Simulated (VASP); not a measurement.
Set up this calculation in VASP 6.6.1, as the native input.

| Item | Value |
| --- | --- |
| Task | single point |
| Functional | PBEsol |
| Potentials or basis | VASP PAW PBE potentials, release 64 (Hf_pv, O) |
| Cutoff | 520 eV |
| k mesh | 2 × 2 × 2 |
| Occupations | gaussian, width 0.01 eV |
| Spin | no spin polarisation |
| Dipole correction | no |
| Further INCAR settings | ALGO = Normal; EDIFF = 1e-07; NBANDS = 31 |

The structure of HfO2 lies in POSCAR:

```
HfO2
1.0
    3.5580190000      0.0000000000      0.0000000000
    0.0000000000      3.5580190000      0.0000000000
    0.0000000000      0.0000000000      5.1718610000
Hf O
2 4
Direct
    0.5000000000      0.5000000000      0.5000000000
    0.0000000000      0.0000000000      0.0000000000
    0.0000000000      0.5000000000      0.6972080000
    0.5000000000      0.0000000000      0.8027920000
    0.5000000000      0.0000000000      0.3027920000
    0.0000000000      0.5000000000      0.1972080000
```

One way to write it, as run:

INCAR

```
PREC     = Accurate       # precision mode
ENCUT    = 520            # plane-wave cutoff, eV
EDIFF    = 1E-7           # SCF threshold, eV
ISMEAR   = 0              # smearing method
SIGMA    = 0.01           # smearing width, eV
LREAL    = False          # projectors in reciprocal space
LASPH    = True           # aspherical terms in the spheres
NELM     = 80             # most SCF steps
ALGO     = Normal         # electronic algorithm
ISIF     = 2              # what is computed and relaxed
LWAVE    = False          # write WAVECAR
LCHARG   = False          # write CHGCAR
GGA      = PS             # functional
NBANDS   = 31             # bands
```

KPOINTS

```
Automatic mesh
0
Gamma
  2 2 2
```

Potentials or basis: VASP PAW PBE potentials, release 64 (Hf_pv, O).

Run with:

```sh
$ cat potpaw_PBE.64/Hf_pv/POTCAR potpaw_PBE.64/O/POTCAR > POTCAR
$ mpirun -np 1 vasp_std > vasp.out
```

It gave:

- Pressure: -0.1 GPa
- Largest force: 0.085 eV/Å
- Band gap on the k mesh: 4.57 eV, indirect (least direct gap 4.65 eV)

Caveat: the k points lie up to 0.88 Å⁻¹ apart; the PAW data sets were made with another functional, which shifts forces and pressure a little; spin-orbit coupling is left out, which moves the levels of the heavy elements.

Run time: 14 s on 1 thread of Intel(R) Xeon(R) Platinum 8488C (Sapphire Rapids), on a shared host, peak memory 0.17 GiB.
